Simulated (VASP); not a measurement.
Here is a VASP 6.6.1 calculation.

POSCAR

```
MoSe
1.0
    3.5002295900      0.0000000000      0.0000000000
    0.0000000000      3.5002295900      0.0000000000
    0.0000000000      0.0000000000      3.5002295900
Mo Se
1 1
Direct
    0.0000000000      0.0000000000      0.0000000000
    0.5000000000      0.5000000000      0.5000000000
```

The input INCAR.step1:

```
SYSTEM = MoSe
PREC     = Accurate       ! precision mode
ENCUT    = 520            ! plane-wave cutoff, eV
ISMEAR   = 0              ! smearing method
SIGMA    = 0.05           ! smearing width, eV
LREAL    = .False.        ! projectors in reciprocal space
LASPH    = .True.         ! aspherical terms in the spheres
NELM     = 80             ! most SCF steps
NBANDS   = 17             ! bands
GGA      = PE             ! functional
ALGO     = Normal         ! electronic algorithm
EDIFF    = 1E-4           ! SCF threshold, eV
LWAVE    = .True.         ! write WAVECAR
LCHARG   = .False.        ! write CHGCAR
```

The input INCAR.step2:

```
SYSTEM = MoSe
PREC     = Accurate       ! precision mode
ENCUT    = 520            ! plane-wave cutoff, eV
EDIFF    = 1E-6           ! SCF threshold, eV
ISMEAR   = 0              ! smearing method
SIGMA    = 0.05           ! smearing width, eV
LREAL    = .False.        ! projectors in reciprocal space
LASPH    = .True.         ! aspherical terms in the spheres
NELM     = 80             ! most SCF steps
ALGO     = Normal         ! electronic algorithm
ISIF     = 2              ! what is computed and relaxed
LWAVE    = .False.        ! write WAVECAR
LCHARG   = .False.        ! write CHGCAR
METAGGA  = R2SCAN         ! meta-GGA
LMIXTAU  = .True.       
NBANDS   = 17             ! bands
ISTART   = 1
```

The input KPOINTS:

```
regular mesh
0
Gamma
  7 7 7
  0 0 0
```

Potentials or basis: VASP PAW PBE potentials, release 64 (Mo_sv, Se).

The run is started by

```console
$ cat potpaw_PBE.64/Mo_sv/POTCAR potpaw_PBE.64/Se/POTCAR > POTCAR
$ cp INCAR.step1 INCAR
$ mpirun -np 1 vasp_std > vasp.out
$ cp INCAR.step2 INCAR
$ mpirun -np 1 vasp_std > vasp.out
```

(1) Estimate the pressure.

(2) What does it give for the band gap on the k mesh?

## Answers

(1) -28.1 GPa.

(2) zero (bands 10 and 11 overlap by 0.96 eV).

Caveat: the cell stands under tension; the PAW data sets were made with another functional, which shifts forces and pressure a little.
